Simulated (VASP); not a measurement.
# C (I4_1/amd) in VASP: single point with r2SCAN

Aim: the single point of C with r2SCAN.

Program: VASP 6.6.1. These are calculated values, not measurements. Logs are shortened: lines on timing, memory, paths and dates and some standing lists are left out, and cuts for length are marked.

## Step 1: The cell of the first run

Symmetry: I4_1/amd, No. 141, tetragonal system. The conventional cell has a = 2.518 Å, b = 2.518 Å, c = 3.382 Å, α = 90.00°, β = 90.00°, γ = 90.00°. Within 2.0 Å of C (site symmetry -4m2) lie 4 C at 1.52 Å.

## Step 2: Single point, r2SCAN (strain +0.000 along x and y, -0.050 along z)

Contents of POSCAR:

```
C
1.0
    0.0000000000      1.7801417069      1.6911346216
    1.7801417069      0.0000000000      1.6911346216
    1.7801417069      1.7801417069      0.0000000000
C
2
Direct
    0.5000000000      0.5000000000      0.5000000000
    0.7500000000      0.7500000000      0.7500000000
```

Contents of INCAR.step1:

```
SYSTEM = C
  ALGO = Normal
  EDIFF = 1E-4
  ENCUT = 520
  GGA = PE
  ISMEAR = 0
  LASPH = .TRUE.
  LCHARG = .FALSE.
  LREAL = .FALSE.
  LWAVE = .TRUE.
  NBANDS = 11
  NELM = 100
  PREC = Accurate
  SIGMA = 0.05
```

Contents of INCAR.step2:

```
SYSTEM = C
  ALGO = Normal
  EDIFF = 1E-6
  ENCUT = 520
  ISIF = 2
  ISMEAR = 0
  ISTART = 1
  LASPH = .TRUE.
  LCHARG = .FALSE.
  LMIXTAU = .TRUE.
  LREAL = .FALSE.
  LWAVE = .FALSE.
  METAGGA = R2SCAN
  NBANDS = 11
  NELM = 100
  PREC = Accurate
  SIGMA = 0.05
```

Contents of KPOINTS:

```
k-points
0
G
  12 12 12
  0 0 0
```

Potentials or basis: VASP PAW PBE potentials, release 64 (C).

The run is started by

```console
$ cat potpaw_PBE.64/C/POTCAR > POTCAR
$ cp INCAR.step1 INCAR
$ mpirun -np 1 vasp_std > vasp.out
$ cp INCAR.step2 INCAR
$ mpirun -np 1 vasp_std > vasp.out
```

OUTCAR:

```text
SYSTEM = C
   EDIFF = 1E-6
   ENCUT = 520
   ISIF = 2
   ISMEAR = 0
   ISTART = 1
   LASPH = .TRUE.
   LREAL = .FALSE.
   METAGGA = R2SCAN
   NELM = 100
   PREC = Accurate

 ion  position               nearest neighbor table
   1  0.500  0.500  0.500-   2 1.52   2 1.52   2 1.52   2 1.52
   2  0.750  0.750  0.750-   1 1.52   1 1.52   1 1.52   1 1.52

  LATTYP: Found a body centered tetragonal cell.
 ALAT       =     2.5175005448
 C/A-ratio  =     1.3435028843

  Lattice vectors:

 A1 = (   0.0000000000,  -1.7801417069,  -1.6911346216)
 A2 = (   0.0000000000,   1.7801417069,  -1.6911346216)
 A3 = (   1.7801417069,   0.0000000000,   1.6911346216)

Analysis of symmetry for initial positions (statically):
=====================================================================
 Subroutine PRICEL returns:
 Original cell was already a primitive cell.

 Routine SETGRP: Setting up the symmetry group for a
 body centered tetragonal supercell.

 Subroutine GETGRP returns: Found 16 space group operations
 (whereof  8 operations were pure point group operations)
 out of a pool of 16 trial point group operations.

The static configuration has the point symmetry D_2d.
 The point group associated with its full space group is D_4h.

Analysis of symmetry for dynamics (positions and initial velocities):
=====================================================================
 Subroutine PRICEL returns:
 Original cell was already a primitive cell.

 Routine SETGRP: Setting up the symmetry group for a
 body centered tetragonal supercell.

 Subroutine GETGRP returns: Found 16 space group operations
 (whereof  8 operations were pure point group operations)
 out of a pool of 16 trial point group operations.

The dynamic configuration has the point symmetry D_2d.
 The point group associated with its full space group is D_4h.

 Subroutine INISYM returns: Found 16 space group operations
 (whereof  8 operations are pure point group operations),
 and found     1 'primitive' translations

----------------------------------------------------------------------------------------

                                     Primitive cell

  volume of cell :      10.7181

  direct lattice vectors                    reciprocal lattice vectors
     0.000000000  1.780141707  1.691134622    -0.280876516  0.280876516  0.295659490
     1.780141707  0.000000000  1.691134622     0.280876516 -0.280876516  0.295659490
     1.780141707  1.780141707  0.000000000     0.280876516  0.280876516 -0.295659490

  length of vectors
     2.455369790  2.455369790  2.517500545     0.495174483  0.495174483  0.495174483

  position of ions in fractional coordinates (direct lattice)
     0.500000000  0.500000000  0.500000000
     0.750000000  0.750000000  0.750000000

  ion indices of the primitive-cell ions
   primitive index   ion index
                 1           1
                 2           2

----------------------------------------------------------------------------------------

 KPOINTS: k-points

Automatic generation of k-mesh.
 Grid dimensions read from file:
 generate k-points for:   12   12   12

 Generating k-lattice:

  Cartesian coordinates                     Fractional coordinates (reciprocal lattice)
    -0.023406376  0.023406376  0.024638291     0.083333333  0.000000000  0.000000000
     0.023406376 -0.023406376  0.024638291     0.000000000  0.083333333  0.000000000
     0.023406376  0.023406376 -0.024638291     0.000000000  0.000000000  0.083333333

  Length of vectors
     0.041264540  0.041264540  0.041264540

  Shift w.r.t. Gamma in fractional coordinates (k-lattice)
     0.000000000  0.000000000  0.000000000

 Subroutine IBZKPT returns following result:
 ===========================================

 Found    163 irreducible k-points:

 Following reciprocal coordinates:
            Coordinates               Weight
  0.000000  0.000000  0.000000      1.000000
  0.083333  0.000000  0.000000      8.000000
  0.166667  0.000000  0.000000      8.000000
  0.250000  0.000000  0.000000      8.000000
  0.333333 -0.000000  0.000000      8.000000
  0.416667  0.000000  0.000000      8.000000
[... 16 lines left out ...]
  0.500000  0.166667  0.000000      8.000000
 -0.416667  0.166667  0.000000      8.000000
 [... further k-points ...]
   k-points           NKPTS =    163   k-points in BZ     NKDIM =    163   number of bands    NBANDS=     11
   number of dos      NEDOS =    301   number of ions     NIONS =      2
   total plane-waves  NPLWV =   6480
   dimension x,y,z NGX =    18 NGY =   18 NGZ =   20
   dimension x,y,z NGXF=    36 NGYF=   36 NGZF=   40
   ions per type =               2
   NGX,Y,Z   is equivalent  to a cutoff of  12.19, 12.19, 13.21 a.u.
   NGXF,Y,Z  is equivalent  to a cutoff of  24.37, 24.37, 26.41 a.u.
 SYSTEM =  C
   PREC   = accura    normal or accurate (medium, high low for compatibility)
   ISTART =      1    job   : 0-new  1-cont  2-samecut
   ICHARG =      0    charge: 1-file 2-atom 10-const
   ISPIN  =      1    spin polarized calculation?
   LNONCOLLINEAR =      F non collinear calculations
   LSORBIT =      F    spin-orbit coupling
   LASPH  =      T    aspherical Exc in radial PAW
   ENCUT  =  520.0 eV  38.22 Ry    6.18 a.u.   4.57  4.57  4.68*2*pi/ulx,y,z
   NELM   =    100;   NELMIN=  2; NELMDL=  0     # of ELM steps
   EDIFF  = 0.1E-05   stopping-criterion for ELM
   LREAL  =      F    real-space projection
   EDIFFG = 0.1E-04   stopping-criterion for IOM
   NSW    =      0    number of steps for IOM
   IBRION =     -1    ionic relax: 0-MD 1-quasi-New 2-CG
   NFREE  =      0    steps in history (QN), initial steepest desc. (CG)
   ISIF   =      2    stress and relaxation
   ISYM   =      2    0-nonsym 1-usesym 2-fastsym
   POTIM  = 0.5000    time-step for ionic-motion
   TEBEG  =    0.0;   TEEND  =   0.0 temperature during run
   PSTRESS=    0.0 pullay stress
   NELECT =       8.0000    total number of electrons
   NUPDOWN=      -1.0000    fix difference up-down
   EMIN   =  10.00;   EMAX   =-10.00  energy-range for DOS
   EFERMI =   0.00;   METHOD = LEGACY
   ISMEAR =     0;   SIGMA  =   0.05  broadening in eV -4-tet -1-fermi 0-gaus
   EFERMI_NEDOS =   21; number of points for ismear=-14 and -15
   IALGO  =     38    algorithm
   IMIX   =      4    mixing-type and parameters
     AMIX     =   0.40;   BMIX     =  1.00
     AMIX_MAG =   1.60;   BMIX_MAG =  1.00
  volume/ion in A,a.u.               =       5.36        36.16
  Fermi-wavevector in a.u.,A,eV,Ry     =   1.485020  2.806281 30.004727  2.205285
  Thomas-Fermi vector in A             =   2.598484
   LORBIT       =      0    0 simple, 1 ext, 2 COOP (PROOUT), +10 PAW based schemes
   METAGGA = R2SCAN    functional components
   LHFCALC =     F    Hartree Fock is set to
   AEXX    =    0.0000 exact exchange contribution
   IVDW    =     0    specifies the selected vdW correction
   LEPSILON=     F    determine dielectric tensor
   LRPA    =     F    only Hartree local field effects (RPA)
 non-spin polarized calculation
 Gauss-broadening in eV      SIGMA  =   0.05
  energy-cutoff  :      520.00
  volume of cell :       10.72
 maximum number of plane-waves:       302
   NGX =  9   NGY =  9   NGZ =  9

 number of electron       7.9999999 magnetization

 Free energy of the ion-electron system (eV)
  ---------------------------------------------------
  ext. energy  EPLUGINS =         0.00000000
  ---------------------------------------------------
  free energy    TOTEN  =       -19.54962192 eV

  energy without entropy =      -19.54962192  energy(sigma->0) =      -19.54962192

 E-fermi :  11.4366     XC(G=0): -14.5748

 val. band max:       11.0889557093   @ k =   0.0000   0.0000   0.0000
 cond. band min:      14.1810633895   @ k =   0.3333   0.3333   0.0000
 fundamental gap:      3.0921076802
 Fermi energy:        11.4365646438

 k-point     1 :       0.0000    0.0000    0.0000
  band No.  band energies     occupation
      1     -12.9367      2.00000
      2      10.2935      2.00000
      3      10.2935      2.00000
      4      11.0890      2.00000
      5      16.1102      0.00000
      6      16.8148      0.00000
      7      16.8148      0.00000
      8      25.7247      0.00000
      9      31.7866      0.00000
     10      37.1777      0.00000
     11      39.1333      0.00000

 k-point     2 :       0.0833    0.0000    0.0000
  band No.  band energies     occupation
      1     -12.7279      2.00000
      2       9.1135      2.00000
      3       9.9133      2.00000
      4      10.5468      2.00000
      5      16.6236      0.00000
      6      17.2748      0.00000
      7      17.6219      0.00000
      8      25.8860      0.00000
      9      32.1356      0.00000
     10      35.3979      0.00000
     11      36.7891      0.00000

 k-point     3 :       0.1667    0.0000    0.0000
  band No.  band energies     occupation
      1     -12.1031      2.00000
      2       6.3784      2.00000
      3       9.0823      2.00000
      4       9.7433      2.00000
      5      17.6190      0.00000
      6      18.2376      0.00000
      7      18.9749      0.00000
      8      26.3433      0.00000
      9      32.8156      0.00000
     10      33.9960      0.00000
     11      35.1305      0.00000

 k-point     4 :       0.2500    0.0000    0.0000
  band No.  band energies     occupation
      1     -11.0715      2.00000
      2       3.2791      2.00000
      3       8.2181      2.00000
      4       8.9826      2.00000
      5      18.4809      0.00000
      6      19.0435      0.00000
      7      20.0667      0.00000
      8      26.9677      0.00000
      9      33.0722      0.00000
     10      33.9530      0.00000
     11      34.8589      0.00000

 k-point     5 :       0.3333   -0.0000    0.0000
  band No.  band energies     occupation
      1      -9.6554      2.00000
      2       0.2423      2.00000
      3       7.5267      2.00000
      4       8.3957      2.00000
      5      18.9476      0.00000
      6      19.3960      0.00000
      7      20.7908      0.00000
      8      27.5111      0.00000
      9      33.3462      0.00000
     10      35.3191      0.00000
     11      35.6746      0.00000
[... 211 lines left out ...]
 k-point    21 :       0.3333    0.1667    0.0000
  band No.  band energies     occupation
      1      -9.7638      2.00000
      2       2.4135      2.00000
      3       5.8466      2.00000
      4       7.2951      2.00000
      5      16.3448      0.00000
      6      22.4394      0.00000
      7      22.6953      0.00000
      8      23.1797      0.00000
      9      34.3946      0.00000
     10      34.8852      0.00000
     11      39.1031      0.00000

 k-point    22 :       0.4167    0.1667    0.0000
  band No.  band energies     occupation
      1      -8.2170      2.00000
      2      -0.3903      2.00000
      3       5.5584      2.00000
      4       6.4257      2.00000
      5      17.0967      0.00000
      6      22.4411      0.00000
      7      23.2779      0.00000
      8      23.8426      0.00000
      9      34.0821      0.00000
     10      36.0068      0.00000
     11      40.0702      0.00000

 k-point    23 :       0.5000    0.1667    0.0000
  band No.  band energies     occupation
      1      -6.4987      2.00000
      2      -2.7950      2.00000
      3       5.6190      2.00000
      4       5.6463      2.00000
      5      17.5349      0.00000
      6      22.0875      0.00000
      7      23.5111      0.00000
      8      25.5668      0.00000
      9      32.9279      0.00000
     10      37.2502      0.00000
     11      39.3493      0.00000

 k-point    24 :      -0.4167    0.1667    0.0000
  band No.  band energies     occupation
      1      -6.2868      2.00000
      2      -3.0561      2.00000
      3       5.0758      2.00000
      4       6.0178      2.00000
      5      17.9498      0.00000
      6      21.5964      0.00000
      7      23.5470      0.00000
      8      27.3313      0.00000
      9      31.6707      0.00000
     10      36.5192      0.00000
     11      37.7332      0.00000

 [... further k-points ...]

------------------------ aborting loop because EDIFF is reached ----------------------------------------

  FORCE on cell =-STRESS in cart. coord.  units (eV):
  Direction    XX          YY          ZZ          XY          YZ          ZX
  --------------------------------------------------------------------------------------
  -------------------------------------------------------------------------------------
  Total        0.6595348      0.6595348      4.0554222      0.0000000      0.0000000      0.0000000
  in kB       98.5895745     98.5895745    606.2186967      0.0000000      0.0000000      0.0000000
  external PRESSURE =     267.7992819 kB  Pullay stress =       0.0000000 kB

 VOLUME and BASIS-vectors are now :
 -----------------------------------------------------------------------------
  energy-cutoff  :      520.00
  volume of cell :       10.72
      direct lattice vectors                 reciprocal lattice vectors
     0.000000000  1.780141707  1.691134622    -0.280876516  0.280876516  0.295659490
     1.780141707  0.000000000  1.691134622     0.280876516 -0.280876516  0.295659490
     1.780141707  1.780141707  0.000000000     0.280876516  0.280876516 -0.295659490

 POSITION                                       TOTAL-FORCE (eV/Angst)
 -----------------------------------------------------------------------------------
      1.78014      1.78014      1.69113         0.000000      0.000000      0.000000
      2.67021      2.67021      2.53670        -0.000000     -0.000000     -0.000000
 -----------------------------------------------------------------------------------
    total drift:                                0.000000     -0.000000      0.000000

  FREE ENERGIE OF THE ION-ELECTRON SYSTEM (eV)
  ---------------------------------------------------
  free  energy   TOTEN  =       -19.5496219176 eV

  energy  without entropy=      -19.5496219176  energy(sigma->0) =      -19.54962192
```

Wall time 25 s (1 thread of Intel Xeon 6975P-C (Granite Rapids), shared host); peak memory 0.12 GiB.

What came out:

| Quantity | Value |
| --- | --- |
| Free energy | -19.5496 eV |
| Pressure | 26.8 GPa |
| Band gap on the k mesh | 3.09 eV (least direct gap 5.02 eV) |

Caveat: the cell differs from its parent crystal (strain +0.000 along x and y, -0.050 along z); the cell stands under pressure; the PAW data sets were made with another functional, which shifts forces and pressure a little. A k mesh can miss the band edges.
